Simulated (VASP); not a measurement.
# S (P3_121) in VASP: a series of runs

The runs below take S through single point, with r2SCAN.

All numbers are computed with VASP 6.6.1; they aren't measurements. Logs are shortened: lines on timing, memory, paths and dates and some standing lists are left out, and cuts for length are marked.

### Step 1. The cell of the first run

It takes space group P3_121 (No. 152, trigonal). The conventional cell has a = 4.649 Å, b = 4.649 Å, c = 4.391 Å, α = 90.00°, β = 90.00°, γ = 120.00°. Within 2.7 Å of S (site symmetry 2) lie 2 S at 2.07 Å.

### Step 2. Single point, r2SCAN

Contents of POSCAR:

```
S
1.0
    4.6493371453      0.0000000000      0.0000000000
   -2.3246685727      4.0264440786      0.0000000000
    0.0000000000      0.0000000000      4.3905252848
S
3
Direct
    0.1815634301      0.0000000000      0.3333333333
    0.0000000000      0.1815634301      0.6666666667
    0.8184365699      0.8184365699      0.0000000000
```

Contents of INCAR.step1:

```
PREC     = Accurate       # precision mode
ENCUT    = 520            # plane-wave cutoff, eV
ISMEAR   = 0              # smearing method
SIGMA    = 0.1            # smearing width, eV
LREAL    = False          # projectors in reciprocal space
LASPH    = True           # aspherical terms in the spheres
NELM     = 100            # most SCF steps
NBANDS   = 16             # bands
GGA      = PE             # functional
ALGO     = Normal         # electronic algorithm
EDIFF    = 1E-4           # SCF threshold, eV
LWAVE    = True           # write WAVECAR
LCHARG   = False          # write CHGCAR
```

Contents of INCAR.step2:

```
PREC     = Accurate       # precision mode
ENCUT    = 520            # plane-wave cutoff, eV
EDIFF    = 1E-7           # SCF threshold, eV
ISMEAR   = 0              # smearing method
SIGMA    = 0.1            # smearing width, eV
LREAL    = False          # projectors in reciprocal space
LASPH    = True           # aspherical terms in the spheres
NELM     = 100            # most SCF steps
ALGO     = Normal         # electronic algorithm
ISIF     = 2              # what is computed and relaxed
LWAVE    = False          # write WAVECAR
LCHARG   = False          # write CHGCAR
METAGGA  = R2SCAN         # meta-GGA
LMIXTAU  = True         
NBANDS   = 16             # bands
ISTART   = 1
```

Contents of KPOINTS:

```
Automatic mesh
0
Gamma
  6 6 4
```

Potentials or basis: VASP PAW PBE potentials, release 64 (S).

Run with:

```
> cat potpaw_PBE.64/S/POTCAR > POTCAR
> cp INCAR.step1 INCAR
> mpirun -np 1 vasp_std > vasp.out
> cp INCAR.step2 INCAR
> mpirun -np 1 vasp_std > vasp.out
```

OUTCAR:

```text
PREC = Accurate
   ENCUT = 520
   EDIFF = 1E-7
   ISMEAR = 0
   LREAL = False
   LASPH = True
   NELM = 100
   ISIF = 2
   METAGGA = R2SCAN
   ISTART = 1

 ion  position               nearest neighbor table
   1  0.182  0.000  0.333-   3 2.07   2 2.07
   2  0.000  0.182  0.667-   3 2.07   1 2.07
   3  0.818  0.818  0.000-   1 2.07   2 2.07

  LATTYP: Found a hexagonal cell.
 ALAT       =     4.6493371453
 C/A-ratio  =     0.9443336002

  Lattice vectors:

 A1 = (   4.6493371453,   0.0000000000,   0.0000000000)
 A2 = (  -2.3246685727,   4.0264440786,   0.0000000000)
 A3 = (   0.0000000000,   0.0000000000,   4.3905252848)

Analysis of symmetry for initial positions (statically):
=====================================================================
 Subroutine PRICEL returns:
 Original cell was already a primitive cell.

 Routine SETGRP: Setting up the symmetry group for a
 hexagonal supercell.

 Subroutine GETGRP returns: Found  6 space group operations
 (whereof  2 operations were pure point group operations)
 out of a pool of 24 trial point group operations.

The static configuration has the point symmetry C_2 .
 The point group associated with its full space group is D_3 .

Analysis of symmetry for dynamics (positions and initial velocities):
=====================================================================
 Subroutine PRICEL returns:
 Original cell was already a primitive cell.

 Routine SETGRP: Setting up the symmetry group for a
 hexagonal supercell.

 Subroutine GETGRP returns: Found  6 space group operations
 (whereof  2 operations were pure point group operations)
 out of a pool of 24 trial point group operations.

The dynamic configuration has the point symmetry C_2 .
 The point group associated with its full space group is D_3 .

 Subroutine INISYM returns: Found  6 space group operations
 (whereof  2 operations are pure point group operations),
 and found     1 'primitive' translations

----------------------------------------------------------------------------------------

                                     Primitive cell

  volume of cell :      82.1919

  direct lattice vectors                    reciprocal lattice vectors
     4.649337145  0.000000000  0.000000000     0.215084424  0.124179050  0.000000000
    -2.324668573  4.026444079  0.000000000     0.000000000  0.248358100  0.000000000
     0.000000000  0.000000000  4.390525285     0.000000000  0.000000000  0.227763180

  length of vectors
     4.649337145  4.649337145  4.390525285     0.248358100  0.248358100  0.227763180

  position of ions in fractional coordinates (direct lattice)
     0.181563430  0.000000000  0.333333333
     0.000000000  0.181563430  0.666666667
     0.818436570  0.818436570  0.000000000

  ion indices of the primitive-cell ions
   primitive index   ion index
                 1           1
                 2           2
                 3           3

----------------------------------------------------------------------------------------

 KPOINTS: Automatic mesh

Automatic generation of k-mesh.
 Grid dimensions read from file:
 generate k-points for:    6    6    4

 Generating k-lattice:

  Cartesian coordinates                     Fractional coordinates (reciprocal lattice)
     0.035847404  0.020696508  0.000000000     0.166666667  0.000000000  0.000000000
     0.000000000  0.041393017  0.000000000     0.000000000  0.166666667  0.000000000
     0.000000000  0.000000000  0.056940795     0.000000000  0.000000000  0.250000000

  Length of vectors
     0.041393017  0.041393017  0.056940795

  Shift w.r.t. Gamma in fractional coordinates (k-lattice)
     0.000000000  0.000000000  0.000000000

 Subroutine IBZKPT returns following result:
 ===========================================

 Found     24 irreducible k-points:

 Following reciprocal coordinates:
            Coordinates               Weight
  0.000000  0.000000  0.000000      1.000000
  0.166667  0.000000  0.000000      6.000000
  0.333333  0.000000  0.000000      6.000000
  0.500000  0.000000  0.000000      3.000000
  0.166667  0.166667  0.000000      6.000000
  0.333333  0.166667  0.000000     12.000000
[... 16 lines left out ...]
  0.333333  0.166667  0.500000     12.000000
  0.333333  0.333333  0.500000      2.000000
   k-points           NKPTS =     24   k-points in BZ     NKDIM =     24   number of bands    NBANDS=     16
   number of dos      NEDOS =    301   number of ions     NIONS =      3
   total plane-waves  NPLWV =  46656
   dimension x,y,z NGX =    36 NGY =   36 NGZ =   36
   dimension x,y,z NGXF=    72 NGYF=   72 NGZF=   72
   ions per type =               3
   NGX,Y,Z   is equivalent  to a cutoff of  12.87, 12.87, 13.63 a.u.
   NGXF,Y,Z  is equivalent  to a cutoff of  25.74, 25.74, 27.26 a.u.
 SYSTEM =  unknown system
   PREC   = accura    normal or accurate (medium, high low for compatibility)
   ISTART =      1    job   : 0-new  1-cont  2-samecut
   ICHARG =      0    charge: 1-file 2-atom 10-const
   ISPIN  =      1    spin polarized calculation?
   LNONCOLLINEAR =      F non collinear calculations
   LSORBIT =      F    spin-orbit coupling
   LASPH  =      T    aspherical Exc in radial PAW
   ENCUT  =  520.0 eV  38.22 Ry    6.18 a.u.   8.64  8.64  8.16*2*pi/ulx,y,z
   NELM   =    100;   NELMIN=  2; NELMDL=  0     # of ELM steps
   EDIFF  = 0.1E-06   stopping-criterion for ELM
   LREAL  =      F    real-space projection
   EDIFFG = 0.1E-05   stopping-criterion for IOM
   NSW    =      0    number of steps for IOM
   IBRION =     -1    ionic relax: 0-MD 1-quasi-New 2-CG
   NFREE  =      0    steps in history (QN), initial steepest desc. (CG)
   ISIF   =      2    stress and relaxation
   ISYM   =      2    0-nonsym 1-usesym 2-fastsym
   POTIM  = 0.5000    time-step for ionic-motion
   TEBEG  =    0.0;   TEEND  =   0.0 temperature during run
   PSTRESS=    0.0 pullay stress
   NELECT =      18.0000    total number of electrons
   NUPDOWN=      -1.0000    fix difference up-down
   EMIN   =  10.00;   EMAX   =-10.00  energy-range for DOS
   EFERMI =   0.00;   METHOD = LEGACY
   ISMEAR =     0;   SIGMA  =   0.10  broadening in eV -4-tet -1-fermi 0-gaus
   EFERMI_NEDOS =   21; number of points for ismear=-14 and -15
   IALGO  =     38    algorithm
   IMIX   =      4    mixing-type and parameters
     AMIX     =   0.40;   BMIX     =  1.00
     AMIX_MAG =   1.60;   BMIX_MAG =  1.00
  volume/ion in A,a.u.               =      27.40       184.89
  Fermi-wavevector in a.u.,A,eV,Ry     =   0.986785  1.864754 13.248604  0.973745
  Thomas-Fermi vector in A             =   2.118191
   LORBIT       =      0    0 simple, 1 ext, 2 COOP (PROOUT), +10 PAW based schemes
   METAGGA = R2SCAN    functional components
   LHFCALC =     F    Hartree Fock is set to
   AEXX    =    0.0000 exact exchange contribution
   IVDW    =     0    specifies the selected vdW correction
   LEPSILON=     F    determine dielectric tensor
   LRPA    =     F    only Hartree local field effects (RPA)
 non-spin polarized calculation
 Gauss-broadening in eV      SIGMA  =   0.10
  energy-cutoff  :      520.00
  volume of cell :       82.19
 maximum number of plane-waves:      2240
 NGX is ok and might be reduce to    36
   NGX = 17   NGY = 17   NGZ = 17

 number of electron      17.9999998 magnetization

 Free energy of the ion-electron system (eV)
  ---------------------------------------------------
  ext. energy  EPLUGINS =         0.00000000
  ---------------------------------------------------
  free energy    TOTEN  =       -23.96492932 eV

  energy without entropy =      -23.96492932  energy(sigma->0) =      -23.96492932

 E-fermi :   1.8484     XC(G=0):  -8.3749

 val. band max:        1.3560196040   @ k =   0.5000   0.0000   0.5000
 cond. band min:       3.8218926940   @ k =   0.0000   0.0000   0.5000
 fundamental gap:      2.4658730899
 Fermi energy:         1.8484069747

 k-point     1 :       0.0000    0.0000    0.0000
  band No.  band energies     occupation
      1     -15.8092      2.00000
      2     -10.4120      2.00000
      3     -10.4120      2.00000
      4      -3.3850      2.00000
      5      -3.3850      2.00000
      6      -2.3358      2.00000
[... 8 lines left out ...]
     15       9.0659      0.00000
     16      10.4791      0.00000

 k-point     2 :       0.1667    0.0000    0.0000
  band No.  band energies     occupation
      1     -15.7770      2.00000
      2     -10.4638      2.00000
      3     -10.4132      2.00000
      4      -3.6583      2.00000
      5      -3.4759      2.00000
      6      -2.1253      2.00000
[... 8 lines left out ...]
     15       9.6521      0.00000
     16      10.4619      0.00000

 k-point     3 :       0.3333    0.0000    0.0000
  band No.  band energies     occupation
      1     -15.7106      2.00000
      2     -10.5720      2.00000
      3     -10.4156      2.00000
      4      -3.9988      2.00000
      5      -3.6254      2.00000
      6      -1.9076      2.00000
[... 8 lines left out ...]
     15      10.1663      0.00000
     16      10.9581      0.00000

 k-point     4 :       0.5000    0.0000    0.0000
  band No.  band energies     occupation
      1     -15.6763      2.00000
      2     -10.6285      2.00000
      3     -10.4169      2.00000
      4      -4.1213      2.00000
      5      -3.6892      2.00000
      6      -1.8468      2.00000
[... 8 lines left out ...]
     15       9.7707      0.00000
     16      10.8470      0.00000
[... 324 lines left out ...]
 k-point    22 :       0.1667    0.1667    0.5000
  band No.  band energies     occupation
      1     -14.2265      2.00000
      2     -14.2108      2.00000
      3      -7.5562      2.00000
      4      -5.1820      2.00000
      5      -3.1992      2.00000
      6      -3.1689      2.00000
[... 8 lines left out ...]
     15      10.5138      0.00000
     16      10.9602      0.00000

 k-point    23 :       0.3333    0.1667    0.5000
  band No.  band energies     occupation
      1     -14.1905      2.00000
      2     -14.1691      2.00000
      3      -7.7442      2.00000
      4      -5.2786      2.00000
      5      -3.4072      2.00000
      6      -3.3322      2.00000
[... 8 lines left out ...]
     15      10.3702      0.00000
     16      11.2713      0.00000

 k-point    24 :       0.3333    0.3333    0.5000
  band No.  band energies     occupation
      1     -14.1668      2.00000
      2     -14.1668      2.00000
      3      -7.7991      2.00000
      4      -5.3017      2.00000
      5      -3.4619      2.00000
      6      -3.4619      2.00000
[... 8 lines left out ...]
     15      10.9161      0.00000
     16      10.9161      0.00000

------------------------ aborting loop because EDIFF is reached ----------------------------------------

  FORCE on cell =-STRESS in cart. coord.  units (eV):
  Direction    XX          YY          ZZ          XY          YZ          ZX
  --------------------------------------------------------------------------------------
  -------------------------------------------------------------------------------------
  Total       -0.1720353     -0.1720353     -0.3426322      0.0000000     -0.0000000      0.0000000
  in kB       -3.3535041     -3.3535041     -6.6789720      0.0000000     -0.0000000      0.0000000
  external PRESSURE =      -4.4619934 kB  Pullay stress =       0.0000000 kB

 VOLUME and BASIS-vectors are now :
 -----------------------------------------------------------------------------
  energy-cutoff  :      520.00
  volume of cell :       82.19
      direct lattice vectors                 reciprocal lattice vectors
     4.649337145  0.000000000  0.000000000     0.215084424  0.124179050  0.000000000
    -2.324668573  4.026444079  0.000000000     0.000000000  0.248358100  0.000000000
     0.000000000  0.000000000  4.390525285     0.000000000  0.000000000  0.227763180

 POSITION                                       TOTAL-FORCE (eV/Angst)
 -----------------------------------------------------------------------------------
      0.84415      0.00000      1.46351        -0.123003     -0.000000      0.000000
     -0.42207      0.73105      2.92702         0.061501     -0.106524     -0.000000
      1.90259      3.29539      0.00000         0.061501      0.106524     -0.000000
 -----------------------------------------------------------------------------------
    total drift:                                0.000001      0.000001      0.000000

  FREE ENERGIE OF THE ION-ELECTRON SYSTEM (eV)
  ---------------------------------------------------
  free  energy   TOTEN  =       -23.9649293233 eV

  energy  without entropy=      -23.9649293233  energy(sigma->0) =      -23.96492932
```

Run time: 71 s. Hardware: 1 thread of Intel Xeon Platinum 8375C at 2.90GHz (Ice Lake), shared host; peak memory 0.21 GiB.

What came out:

| Item | Value |
| --- | --- |
| Free energy | -23.9649 eV |
| Pressure | -0.4 GPa |
| Largest force | 0.123 eV/Å |
| Band gap on the k mesh | 2.47 eV, indirect (least direct gap 2.70 eV) |

Forces in eV/Å, atoms in the order of the input:
```
S   -0.123  0.000  0.000
S    0.062 -0.107  0.000
S    0.062  0.107  0.000
```

Levels at points of the mesh, in eV from the valence-band top:
| k point | band 5 | band 6 | band 7 | band 8 | band 9 | band 10 | band 11 | band 12 | band 13 | band 14 |
| --- | --- | --- | --- | --- | --- | --- | --- | --- | --- | --- |
| (0.00, 0.00, 0.00) | -4.74 | -3.69 | -2.57 | -2.57 | -0.36 | 3.73 | 3.73 | 3.78 | 6.60 | 7.71 |
| (0.50, 0.00, 0.00) | -5.05 | -3.20 | -2.53 | -2.32 | -0.69 | 3.53 | 4.11 | 4.89 | 7.46 | 7.89 |
| (0.00, 0.00, 0.50) | -4.21 | -4.21 | -1.26 | -1.26 | -0.81 | 2.47 | 2.67 | 2.67 | 7.57 | 8.54 |
| (0.50, 0.00, 0.50) | -4.76 | -4.61 | -1.12 | -0.89 | 0.00 | 2.70 | 3.33 | 4.25 | 7.19 | 8.50 |

Caveat: the PAW data sets were made with another functional, which shifts forces and pressure a little. r2SCAN opens gaps a little over a GGA but as a rule still falls short of measured ones.

### Step 3. Single point, r2SCAN

This run uses another cell than the first one, of 28.26 Å³/atom, 1.031 times its volume.

Contents of POSCAR:

```
S
1.0
    4.4186788847      0.0000000000      0.0000000000
   -2.2093394424      3.8266881653      0.0000000000
    0.0000000000      0.0000000000      5.0131391094
S
3
Direct
    0.2254000000      0.0000000000      0.3333333333
    0.0000000000      0.2254000000      0.6666666667
    0.7746000000      0.7746000000      0.0000000000
```

Contents of INCAR.step1:

```
SYSTEM = S
ALGO = Normal
EDIFF = 1E-4
ENCUT = 520
GGA = PE
ISMEAR = 0
LASPH = .True.
LCHARG = .False.
LREAL = .False.
LWAVE = .True.
NBANDS = 16
NELM = 100
PREC = Accurate
SIGMA = 0.1
```

Contents of INCAR.step2:

```
SYSTEM = S
ALGO = Normal
EDIFF = 1E-6
ENCUT = 520
ISIF = 2
ISMEAR = 0
ISTART = 1
LASPH = .True.
LCHARG = .False.
LMIXTAU = .True.
LREAL = .False.
LWAVE = .False.
METAGGA = R2SCAN
NBANDS = 16
NELM = 100
PREC = Accurate
SIGMA = 0.1
```

Contents of KPOINTS:

```
k-points
0
Gamma
  6 6 4
  0 0 0
```

Potentials or basis: VASP PAW PBE potentials, release 64 (S).

Run with:

```
> cat potpaw_PBE.64/S/POTCAR > POTCAR
> cp INCAR.step1 INCAR
> mpirun -np 1 vasp_std > vasp.out
> cp INCAR.step2 INCAR
> mpirun -np 1 vasp_std > vasp.out
```

It took 89 s on 1 thread of Intel Xeon Platinum 8375C at 2.90GHz (Ice Lake), shared host; peak memory 0.22 GiB.

Results (log left out):

- Free energy: -22.3447 eV
- Pressure: -12.3 GPa
- Largest force: 2.840 eV/Å
- Band gap on the k mesh: 1.18 eV, indirect (least direct gap 1.34 eV)

Forces in eV/Å, atoms in the order of the input:
```
S   -2.840  0.000  0.000
S    1.420 -2.460  0.000
S    1.420  2.460  0.000
```

Stress tensor (GPa, compression positive):
```
 -9.79   0.00   0.00
  0.00  -9.79   0.00
  0.00   0.00 -17.35
```

Levels at points of the mesh, in eV from the valence-band top:
```
           k point  band 6  band 7  band 8  band 9  band 10  band 11  band 12  band 13
(0.00, 0.00, 0.00)   -2.98   -1.39   -1.39   -0.20     1.87     1.87     2.22     7.47
(0.50, 0.00, 0.00)   -2.70   -2.16   -1.31   -0.66     2.02     2.29     3.31     6.85
(0.00, 0.00, 0.50)   -2.83   -0.97   -0.97   -0.75     1.43     1.59     1.59     7.96
(0.50, 0.00, 0.50)   -3.46   -1.24   -0.89    0.00     1.59     2.53     2.63     7.49
```

Caveat: the PAW data sets were made with another functional, which shifts forces and pressure a little. r2SCAN opens gaps a little over a GGA but as a rule still falls short of measured ones.

### Step 4. Single point, r2SCAN

This run uses another cell than the first one, of 27.47 Å³/atom, 1.003 times its volume.

Contents of POSCAR:

```
S
1.0
    4.6540176212      0.0000000000      0.0000000000
   -2.3270088106      4.0304974896      0.0000000000
    0.0000000000      0.0000000000      4.3939775161
S
3
Direct
    0.1811708405      0.0000000000      0.3333333333
    0.0000000000      0.1811708405      0.6666666667
    0.8188291595      0.8188291595      0.0000000000
```

Contents of INCAR.step1:

```
SYSTEM = S
PREC = Accurate
ENCUT = 520
ISMEAR = 0
SIGMA = 0.02
LREAL = .FALSE.
LASPH = .TRUE.
NELM = 80
NBANDS = 16
GGA = PE
ALGO = Normal
EDIFF = 1E-4
LWAVE = .TRUE.
LCHARG = .FALSE.
```

Contents of INCAR.step2:

```
SYSTEM = S
PREC = Accurate
ENCUT = 520
EDIFF = 1E-6
ISMEAR = 0
SIGMA = 0.02
LREAL = .FALSE.
LASPH = .TRUE.
NELM = 80
ALGO = Normal
ISIF = 2
LWAVE = .FALSE.
LCHARG = .FALSE.
METAGGA = R2SCAN
LMIXTAU = .TRUE.
NBANDS = 16
ISTART = 1
```

Contents of KPOINTS:

```
regular mesh
0
G
  9 9 6
  0 0 0
```

Run with:

```
> cat potpaw_PBE.64/S/POTCAR > POTCAR
> cp INCAR.step1 INCAR
> mpirun -np 1 vasp_std > vasp.out
> cp INCAR.step2 INCAR
> mpirun -np 1 vasp_std > vasp.out
```

It took 2.8 min on 1 thread of Intel Xeon Platinum 8375C at 2.90GHz (Ice Lake), shared host; peak memory 0.23 GiB.

Results (log left out):

| Item | Value |
| --- | --- |
| Free energy | -23.9695 eV |
| Pressure | -0.5 GPa |
| Largest force | 0.125 eV/Å |
| Band gap on the k mesh | 2.50 eV, indirect (least direct gap 2.70 eV) |

Forces in eV/Å, atoms in the order of the input:
```
S   -0.125  0.000  0.000
S    0.063 -0.108  0.000
S    0.063  0.108  0.000
```

Stress tensor (GPa, compression positive):
```
-0.34  0.00  0.00
 0.00 -0.34  0.00
 0.00  0.00 -0.69
```

Levels at points of the mesh, in eV from the valence-band top:
| k point | band 7 | band 8 | band 9 | band 10 | band 11 | band 12 |
| --- | --- | --- | --- | --- | --- | --- |
| (0.00, 0.00, 0.00) | -2.53 | -2.53 | -0.32 | 3.78 | 3.78 | 3.83 |
| (0.00, 0.00, 0.50) | -1.21 | -1.21 | -0.78 | 2.50 | 2.72 | 2.72 |

Caveat: the PAW data sets were made with another functional, which shifts forces and pressure a little.

### Step 5. Overview

```tsv
cell	k mesh	smearing	gap on the mesh (eV)	pressure (GPa)	largest force (eV/Å)
a = 4.649, b = 4.649, c = 4.391 Å, angles 90.0, 90.0, 120.0°, 3 atoms	6 × 6 × 4	gaussian 0.1 eV	2.47	-0.4	0.12
a = 4.419, b = 4.419, c = 5.013 Å, angles 90.0, 90.0, 120.0°, 3 atoms	6 × 6 × 4	gaussian 0.1 eV	1.18	-12.3	2.84
a = 4.654, b = 4.654, c = 4.394 Å, angles 90.0, 90.0, 120.0°, 3 atoms	9 × 9 × 6	gaussian 0.02 eV	2.50	-0.5	0.13
```

Alike in all rows: task single point; level r2SCAN; potentials or basis VASP PAW PBE potentials, release 64 (S); no spin polarisation; cutoff (eV) 520.

Caveats: the PAW data sets were made with another functional, which shifts forces and pressure a little.

Total energies depend on the potentials used, so only differences within one code and one set of settings carry meaning.
